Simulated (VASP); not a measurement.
Here is a VASP 6.6.1 calculation.

File INCAR:

```
SYSTEM = Sr
PREC = Accurate ; ENCUT = 520
EDIFF = 1E-6 ; ISMEAR = 0
SIGMA = 0.15 ; LREAL = .FALSE.
LASPH = .TRUE. ; NELM = 100
ALGO = Normal ; ISIF = 2
LWAVE = .FALSE. ; LCHARG = .TRUE.
GGA = CA ; LELF = .TRUE.
LVHAR = .TRUE. ; NBANDS = 17
```

Contents of KPOINTS:

```
regular mesh
0
G
  15 15 8
  0 0 0
```

The input POSCAR:

```
Sr
1.0
    4.1807002141      0.0000000000      0.0000000000
   -2.0903501071      3.6205925910      0.0000000000
    0.0000000000      0.0000000000      7.0500000000
Sr
2
Direct
    0.3333333333      0.6666666667      0.2500000000
    0.6666666667      0.3333333333      0.7500000000
```

Potentials or basis: VASP PAW LDA potentials, release 64 (Sr_sv).

Command:

```console
$ cat potpaw_LDA.64/Sr_sv/POTCAR > POTCAR
$ mpirun -np 1 vasp_std > vasp.out
```

**Question.** Predict the band gap on the k mesh.

**Answer.** Zero (band 10 reaches 1.70 eV, above the bottom of band 11 at 1.50 eV).

**Question.** Predict the pressure.

**Answer.** -1.0 GPa.

Stress tensor (GPa, compression positive):
```
-0.81  0.00  0.00
 0.00 -0.81  0.00
 0.00  0.00 -1.44
```

Caveat: the cell differs from its parent crystal (strain -0.0300 x Voigt [1, 1, 0, 0, 0, 0]).
